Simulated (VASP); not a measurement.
Os: single point with PBE exchange alone

The system is Os.

```
Os
1.0
     2.78772    0.00000    0.00000
    -1.39386    2.41424    0.00000
     0.00000    0.00000    4.40442
Os
2
Direct
  0.66667 0.33333 0.75000
  0.33333 0.66667 0.25000
```

```yaml
Program: VASP 6.6.1
Task: single point
Functional: PBE exchange alone
Potentials_or_basis: VASP PAW PBE potentials, release 64 (Os)
Cutoff: 520 eV
k_mesh: 11 × 11 × 6
Occupations: fermi-dirac, width 0.05 eV
Spin: no spin polarisation
```

| Item | Value |
| --- | --- |
| Pressure | 20.6 GPa |
| Band gap on the k mesh | zero (bands 8 and 9 overlap by 3.55 eV) |

Stress tensor (GPa, compression positive):
```
20.78  0.00  0.00
 0.00 20.78  0.00
 0.00  0.00 20.21
```

Levels at points of the mesh, in eV from the Fermi level:
| k point | band 4 | band 5 | band 6 | band 7 | band 8 | band 9 | band 10 | band 11 | band 12 | band 13 |
| --- | --- | --- | --- | --- | --- | --- | --- | --- | --- | --- |
| (0.00, 0.00, 0.00) | -2.75 | -2.54 | -2.00 | -2.00 | -1.41 | -1.41 | 0.28 | 1.59 | 1.59 | 8.44 |
| (0.00, 0.00, 0.50) | -3.23 | -2.94 | -2.94 | -2.94 | -2.94 | 0.83 | 0.83 | 0.83 | 0.83 | 13.99 |

Run time: 70 s on 1 thread of AMD EPYC 7R43 64-Core Processor (Zen 3) (shared host), peak memory 0.13 GiB.

Caveat: the cell stands under pressure; spin-orbit coupling is left out, which moves the levels of the heavy elements.
